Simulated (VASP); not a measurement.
# BeBr in VASP: single point with PBE

Aim: the single point of BeBr with PBE.

Everything below comes from runs of VASP 6.6.1. Logs are shortened: lines on timing, memory, paths and dates and some standing lists are left out, and cuts for length are marked.

### Step 1. The cell of the first run

The cell holds a sheet with vacuum, 4 atoms: a = 4.340 Å, b = 4.340 Å, c = 16.000 Å, α = 90.00°, β = 90.00°, γ = 90.00°.

The cell was generated, and may not be a known phase.

### Step 2. Single point, PBE

Input file INCAR:

```
SYSTEM = BeBr
  PREC = Accurate
  ENCUT = 520
  EDIFF = 1E-6
  ISMEAR = 0
  SIGMA = 0.1
  LREAL = .FALSE.
  LASPH = .TRUE.
  NELM = 60
  ALGO = Normal
  ISIF = 2
  LWAVE = .FALSE.
  LCHARG = .TRUE.
  LDIPOL = .TRUE.
  IDIPOL = 3
  DIPOL = 0.5 0.5 0.479
  GGA = PE
  LELF = .TRUE.
  LVHAR = .TRUE.
  LVACPOTAV = .TRUE.
  NBANDS = 17
```

Input file KPOINTS:

```
Automatic mesh
0
G
  4 4 1
  0 0 0
```

Input file POSCAR:

```
BeBr
1.0
    4.3400110000      0.0000000000      0.0000000000
    0.0000000000      4.3400110000      0.0000000000
    0.0000000000      0.0000000000     16.0000000000
Be Br
2 2
Direct
    0.5000000000      0.0000000000      0.4502890400
    0.0000000000      0.5000000000      0.4502890400
    0.0000000000      0.0000000000      0.4651001800
    0.5000000000      0.5000000000      0.5497109600
```

Potentials or basis: VASP PAW PBE potentials, release 64 (Be, Br).

Started as:

```console
cat potpaw_PBE.64/Be/POTCAR potpaw_PBE.64/Br/POTCAR > POTCAR
mpirun -np 1 vasp_std > vasp.out
```

OUTCAR:

```text
SYSTEM = BeBr
   PREC = Accurate
   ENCUT = 520
   EDIFF = 1E-6
   ISMEAR = 0
   LREAL = .FALSE.
   LASPH = .TRUE.
   NELM = 60
   ISIF = 2
   GGA = PE

 ion  position               nearest neighbor table
   1  0.500  0.000  0.450-   3 2.18   3 2.18
   2  0.000  0.500  0.450-   3 2.18   3 2.18
   3  0.000  0.000  0.465-   1 2.18   2 2.18   2 2.18   1 2.18
   4  0.500  0.500  0.550-

  LATTYP: Found a simple tetragonal cell.
 ALAT       =     4.3400110000
 C/A-ratio  =     3.6866266007

  Lattice vectors:

 A1 = (   4.3400110000,   0.0000000000,   0.0000000000)
 A2 = (   0.0000000000,   4.3400110000,   0.0000000000)
 A3 = (   0.0000000000,   0.0000000000,  16.0000000000)

Analysis of symmetry for initial positions (statically):
=====================================================================
 Subroutine PRICEL returns:
 Original cell was already a primitive cell.

 Routine SETGRP: Setting up the symmetry group for a
 simple tetragonal supercell.

 Subroutine GETGRP returns: Found  8 space group operations
 (whereof  8 operations were pure point group operations)
 out of a pool of 16 trial point group operations.

The static configuration has the point symmetry C_4v.

Analysis of symmetry for dynamics (positions and initial velocities):
=====================================================================
 Subroutine PRICEL returns:
 Original cell was already a primitive cell.

 Routine SETGRP: Setting up the symmetry group for a
 simple tetragonal supercell.

 Subroutine GETGRP returns: Found  8 space group operations
 (whereof  8 operations were pure point group operations)
 out of a pool of 16 trial point group operations.

The dynamic configuration has the point symmetry C_4v.

 Subroutine INISYM returns: Found  8 space group operations
 (whereof  8 operations are pure point group operations),
 and found     1 'primitive' translations

----------------------------------------------------------------------------------------

                                     Primitive cell

  volume of cell :     301.3711

  direct lattice vectors                    reciprocal lattice vectors
     4.340011000  0.000000000  0.000000000     0.230414163  0.000000000  0.000000000
     0.000000000  4.340011000  0.000000000     0.000000000  0.230414163  0.000000000
     0.000000000  0.000000000 16.000000000     0.000000000  0.000000000  0.062500000

  length of vectors
     4.340011000  4.340011000 16.000000000     0.230414163  0.230414163  0.062500000

  position of ions in fractional coordinates (direct lattice)
     0.500000000  0.000000000  0.450289040
     0.000000000  0.500000000  0.450289040
     0.000000000  0.000000000  0.465100180
     0.500000000  0.500000000  0.549710960

  ion indices of the primitive-cell ions
   primitive index   ion index
                 1           1
                 2           2
                 3           3
                 4           4

----------------------------------------------------------------------------------------

 KPOINTS: Automatic mesh

Automatic generation of k-mesh.
 Grid dimensions read from file:
 generate k-points for:    4    4    1

 Generating k-lattice:

  Cartesian coordinates                     Fractional coordinates (reciprocal lattice)
     0.057603541  0.000000000  0.000000000     0.250000000  0.000000000  0.000000000
     0.000000000  0.057603541  0.000000000     0.000000000  0.250000000  0.000000000
     0.000000000  0.000000000  0.062500000     0.000000000  0.000000000  1.000000000

  Length of vectors
     0.057603541  0.057603541  0.062500000

  Shift w.r.t. Gamma in fractional coordinates (k-lattice)
     0.000000000  0.000000000  0.000000000

 Subroutine IBZKPT returns following result:
 ===========================================

 Found      6 irreducible k-points:

 Following reciprocal coordinates:
            Coordinates               Weight
  0.000000  0.000000  0.000000      1.000000
  0.250000  0.000000  0.000000      4.000000
  0.500000  0.000000  0.000000      2.000000
  0.250000  0.250000  0.000000      4.000000
  0.500000  0.250000  0.000000      4.000000
  0.500000  0.500000  0.000000      1.000000
   k-points           NKPTS =      6   k-points in BZ     NKDIM =      6   number of bands    NBANDS=     17
   number of dos      NEDOS =    301   number of ions     NIONS =      4
   total plane-waves  NPLWV = 122880
   dimension x,y,z NGX =    32 NGY =   32 NGZ =  120
   dimension x,y,z NGXF=    64 NGYF=   64 NGZF=  240
   ions per type =               2   2
   NGX,Y,Z   is equivalent  to a cutoff of  12.26, 12.26, 12.47 a.u.
   NGXF,Y,Z  is equivalent  to a cutoff of  24.52, 24.52, 24.94 a.u.
 SYSTEM =  BeBr
   PREC   = accura    normal or accurate (medium, high low for compatibility)
   ISTART =      0    job   : 0-new  1-cont  2-samecut
   ICHARG =      2    charge: 1-file 2-atom 10-const
   ISPIN  =      1    spin polarized calculation?
   LNONCOLLINEAR =      F non collinear calculations
   LSORBIT =      F    spin-orbit coupling
   LASPH  =      T    aspherical Exc in radial PAW
   ENCUT  =  520.0 eV  38.22 Ry    6.18 a.u.   8.07  8.07 29.75*2*pi/ulx,y,z
   NELM   =     60;   NELMIN=  2; NELMDL= -5     # of ELM steps
   EDIFF  = 0.1E-05   stopping-criterion for ELM
   LREAL  =      F    real-space projection
   EDIFFG = 0.1E-04   stopping-criterion for IOM
   NSW    =      0    number of steps for IOM
   IBRION =     -1    ionic relax: 0-MD 1-quasi-New 2-CG
   NFREE  =      0    steps in history (QN), initial steepest desc. (CG)
   ISIF   =      2    stress and relaxation
   ISYM   =      2    0-nonsym 1-usesym 2-fastsym
   POTIM  = 0.5000    time-step for ionic-motion
   TEBEG  =    0.0;   TEEND  =   0.0 temperature during run
   PSTRESS=    0.0 pullay stress
   NELECT =      18.0000    total number of electrons
   NUPDOWN=      -1.0000    fix difference up-down
   EMIN   =  10.00;   EMAX   =-10.00  energy-range for DOS
   EFERMI =   0.00;   METHOD = LEGACY
   ISMEAR =     0;   SIGMA  =   0.10  broadening in eV -4-tet -1-fermi 0-gaus
   EFERMI_NEDOS =   21; number of points for ismear=-14 and -15
   IALGO  =     38    algorithm
   IMIX   =      4    mixing-type and parameters
     AMIX     =   0.40;   BMIX     =  1.00
     AMIX_MAG =   1.60;   BMIX_MAG =  1.00
  volume/ion in A,a.u.               =      75.34       508.44
  Fermi-wavevector in a.u.,A,eV,Ry     =   0.639929  1.209290  5.571710  0.409509
  Thomas-Fermi vector in A             =   1.705767
   LORBIT       =      0    0 simple, 1 ext, 2 COOP (PROOUT), +10 PAW based schemes
   GGA     = PE    functional components
   LHFCALC =     F    Hartree Fock is set to
   AEXX    =    0.0000 exact exchange contribution
   IVDW    =     0    specifies the selected vdW correction
   LEPSILON=     F    determine dielectric tensor
   LRPA    =     F    only Hartree local field effects (RPA)
 non-spin polarized calculation
 Gauss-broadening in eV      SIGMA  =   0.10
  energy-cutoff  :      520.00
  volume of cell :      301.37
 maximum number of plane-waves:      8184
   NGX = 17   NGY = 17   NGZ = 59

 dipolmoment           0.000000      0.000000      0.004692 electrons x Angstroem

 number of electron      17.9999998 magnetization

 dipolmoment           0.000000      0.000000     -0.041079 electrons x Angstroem

 Free energy of the ion-electron system (eV)
  ---------------------------------------------------
  ext. energy  EPLUGINS =         0.00000000
  ---------------------------------------------------
  free energy    TOTEN  =        -7.28489408 eV

  energy without entropy =       -7.26409348  energy(sigma->0) =       -7.27449378

 E-fermi :  -1.6679     XC(G=0):  -3.1435

 val. band max:       -1.7387922568   @ k =   0.2500   0.0000   0.0000
 cond. band min:      -1.6624985033   @ k =   0.5000   0.0000   0.0000
 fundamental gap:      0.0762937535
 Fermi energy:        -1.6678764824

 k-point     1 :       0.0000    0.0000    0.0000
  band No.  band energies     occupation
      1     -20.6309      2.00000
      2     -18.1307      2.00000
      3     -10.0621      2.00000
      4     -10.0621      2.00000
      5      -8.0009      2.00000
      6      -6.9488      2.00000
      7      -5.8152      2.00000
      8      -5.8152      2.00000
      9      -2.9107      2.00000
     10      -2.3505      2.00000
     11       0.5591      0.00000
     12       0.8491      0.00000
     13       1.3520      0.00000
     14       1.3520      0.00000
     15       1.6959      0.00000
     16       2.2325      0.00000
     17       2.8108      0.00000

 k-point     2 :       0.2500    0.0000    0.0000
  band No.  band energies     occupation
      1     -20.5608      2.00000
      2     -18.2169      2.00000
      3     -10.2805      2.00000
      4      -9.8886      2.00000
      5      -8.0729      2.00000
      6      -6.7924      2.00000
      7      -6.1110      2.00000
      8      -6.0131      2.00000
      9      -2.1006      2.00000
     10      -1.7388      1.68409
     11      -0.7067      0.00000
     12       0.4157      0.00000
     13       1.2068      0.00000
     14       1.3845      0.00000
     15       2.3847      0.00000
     16       2.7333      0.00000
     17       3.2173      0.00000

 k-point     3 :       0.5000    0.0000    0.0000
  band No.  band energies     occupation
      1     -20.4847      2.00000
      2     -18.3105      2.00000
      3     -10.4149      2.00000
      4      -9.6840      2.00000
      5      -8.3531      2.00000
      6      -6.5395      2.00000
      7      -6.4495      2.00000
      8      -6.0142      2.00000
      9      -1.9961      2.00000
     10      -1.6625      0.93937
     11       0.0192      0.00000
     12       0.9588      0.00000
     13       1.3760      0.00000
     14       1.4309      0.00000
     15       1.9161      0.00000
     16       3.4343      0.00000
     17       3.8059      0.00000

 k-point     4 :       0.2500    0.2500    0.0000
  band No.  band energies     occupation
      1     -20.5162      2.00000
      2     -18.2352      2.00000
      3     -10.4141      2.00000
      4     -10.1267      2.00000
      5      -8.0644      2.00000
      6      -6.5779      2.00000
      7      -6.2343      2.00000
      8      -5.9940      2.00000
      9      -1.7683      1.84465
     10      -1.4089      0.00025
     11      -0.4355      0.00000
     12      -0.0793      0.00000
     13       0.8324      0.00000
     14       2.3442      0.00000
     15       2.5791      0.00000
     16       2.8309      0.00000
     17       3.4475      0.00000

 k-point     5 :       0.5000    0.2500    0.0000
  band No.  band energies     occupation
      1     -20.4696      2.00000
      2     -18.2563      2.00000
      3     -10.5553      2.00000
      4     -10.3146      2.00000
      5      -7.8789      2.00000
      6      -7.0070      2.00000
      7      -6.1464      2.00000
      8      -5.7608      2.00000
      9      -1.4408      0.00132
     10      -1.2906      0.00000
     11      -0.7379      0.00000
     12       0.5429      0.00000
     13       1.6053      0.00000
     14       2.2370      0.00000
     15       3.0537      0.00000
     16       3.3336      0.00000
     17       4.0065      0.00000

 k-point     6 :       0.5000    0.5000    0.0000
  band No.  band energies     occupation
      1     -20.4543      2.00000
      2     -18.2001      2.00000
      3     -10.7294      2.00000
      4     -10.7294      2.00000
      5      -7.4870      2.00000
      6      -7.0482      2.00000
      7      -6.0340      2.00000
      8      -6.0340      2.00000
      9      -1.3253      0.00000
     10      -0.5563      0.00000
     11      -0.5563      0.00000
     12       0.6901      0.00000
     13       2.0772      0.00000
     14       2.9684      0.00000
     15       2.9684      0.00000
     16       3.5133      0.00000
     17       3.8176      0.00000

------------------------ aborting loop because EDIFF is reached ----------------------------------------

  FORCE on cell =-STRESS in cart. coord.  units (eV):
  Direction    XX          YY          ZZ          XY          YZ          ZX
  --------------------------------------------------------------------------------------
  -------------------------------------------------------------------------------------
  Total        4.6359777      4.6359777     -0.5854045      0.0000000      0.0000000      0.0000000
  in kB       24.6462177     24.6462177     -3.1121819      0.0000000      0.0000000      0.0000000
  external PRESSURE =      15.3934178 kB  Pullay stress =       0.0000000 kB

 VOLUME and BASIS-vectors are now :
 -----------------------------------------------------------------------------
  energy-cutoff  :      520.00
  volume of cell :      301.37
      direct lattice vectors                 reciprocal lattice vectors
     4.340011000  0.000000000  0.000000000     0.230414163  0.000000000  0.000000000
     0.000000000  4.340011000  0.000000000     0.000000000  0.230414163  0.000000000
     0.000000000  0.000000000 16.000000000     0.000000000  0.000000000  0.062500000

 POSITION                                       TOTAL-FORCE (eV/Angst)
 -----------------------------------------------------------------------------------
      2.17001      0.00000      7.20462         0.000000      0.000000      0.145589
      0.00000      2.17001      7.20462         0.000000      0.000000      0.145589
      0.00000      0.00000      7.44160         0.000000      0.000000      0.087949
      2.17001      2.17001      8.79538        -0.000000      0.000000     -0.379126
 -----------------------------------------------------------------------------------
    total drift:                                0.000000     -0.000000     -0.000579

  FREE ENERGIE OF THE ION-ELECTRON SYSTEM (eV)
  ---------------------------------------------------
  free  energy   TOTEN  =        -7.2848940785 eV

  energy  without entropy=       -7.2640934838  energy(sigma->0) =       -7.27449378

 vacuum level on the upper side and lower side of the slab         2.122         2.515
```

Run time: 20 s. Hardware: 1 thread of Intel Xeon 6975P-C (Granite Rapids), shared host; peak memory 0.34 GiB.

Results:

```
Free energy            : -7.2849 eV
Largest force          : 0.379 eV/Å
Band gap on the k mesh : zero (bands 9 and 10 overlap by 1.03 eV)
```

Forces on the atoms (eV/Å):
```
Be   0.000  0.000  0.146
Be   0.000  0.000  0.146
Br   0.000  0.000  0.088
Br   0.000  0.000 -0.379
```

Levels at points of the mesh, in eV from the Fermi level:
```tsv
k point	band 6	band 7	band 8	band 9	band 10	band 11	band 12	band 13
(0.00, 0.00, 0.00)	-5.28	-4.15	-4.15	-1.24	-0.68	2.23	2.52	3.02
(0.50, 0.00, 0.00)	-4.87	-4.78	-4.35	-0.33	0.01	1.69	2.63	3.04
(0.50, 0.50, 0.00)	-5.38	-4.37	-4.37	0.34	1.11	1.11	2.36	3.75
```

Caveat: the k points lie up to 0.36 Å⁻¹ apart, too coarse for converged energies and pressures of a metal.

The gap in the log of VASP goes by the Fermi energy; the results here count the filled bands.